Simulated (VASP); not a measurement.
Co2Si3Ru: single point with PBE

The system is Co2Si3Ru.

```
Co Si Ru
1.0
     2.88877    0.00000    0.00000
     0.00000    2.88877    0.00000
     0.00000    0.00000    8.20592
Co Si Ru
2 3 1
Direct
  0.00000 0.00000 0.84080
  0.00000 0.00000 0.15920
  0.50000 0.50000 0.00000
  0.50000 0.50000 0.31919
  0.50000 0.50000 0.68081
  0.00000 0.00000 0.50000
```

- Program: VASP 6.6.1
- Task: single point
- Functional: PBE
- Potentials or basis: VASP PAW PBE potentials, release 64 (Co, Si, Ru_pv)
- Cutoff: 520 eV
- k mesh: 14 × 14 × 6
- Occupations: gaussian, width 0.1 eV
- Spin: no spin polarisation
- Dipole correction: no
- Further INCAR settings: ALGO = Normal; EDIFF = 1e-06; NBANDS = 31

- Pressure: 0.0 GPa
- Largest force: 0.011 eV/Å
- Band gap on the k mesh: zero (bands 22 and 23 overlap by 1.06 eV)

Forces on the atoms (eV/Å):
```
Co   0.000  0.000  0.003
Co   0.000  0.000 -0.003
Si   0.000  0.000  0.000
Si   0.000  0.000 -0.011
Si   0.000  0.000  0.011
Ru   0.000  0.000  0.000
```

Levels at points of the mesh, in eV from the Fermi level:
| k point | band 19 | band 20 | band 21 | band 22 | band 23 | band 24 | band 25 | band 26 |
| --- | --- | --- | --- | --- | --- | --- | --- | --- |
| (0.00, 0.00, 0.00) | -1.02 | -1.02 | -0.59 | 0.08 | 0.68 | 2.23 | 2.23 | 4.19 |
| (0.50, 0.00, 0.00) | -1.98 | -1.97 | -0.82 | -0.43 | -0.41 | 1.05 | 2.43 | 3.57 |
| (0.50, 0.50, 0.00) | -0.56 | -0.51 | -0.14 | 0.13 | 0.13 | 0.70 | 0.70 | 0.88 |
| (0.00, 0.00, 0.50) | -1.33 | -1.21 | -0.59 | 0.42 | 1.08 | 2.72 | 3.17 | 3.17 |
| (0.50, 0.00, 0.50) | -2.12 | -1.30 | -1.21 | -0.42 | -0.40 | 0.97 | 2.08 | 3.17 |
| (0.50, 0.50, 0.50) | -0.97 | -0.56 | -0.51 | -0.16 | 0.88 | 1.00 | 1.46 | 1.56 |

Run time: 5.2 min on 1 thread of AMD EPYC 7R43 64-Core Processor (Zen 3), with other jobs on the host, peak memory 0.36 GiB.

Caveat: the run has no spin polarisation, though such a crystal can be magnetic. Spin polarisation is off, so any magnetic state and its effect on volume and gap are missing.
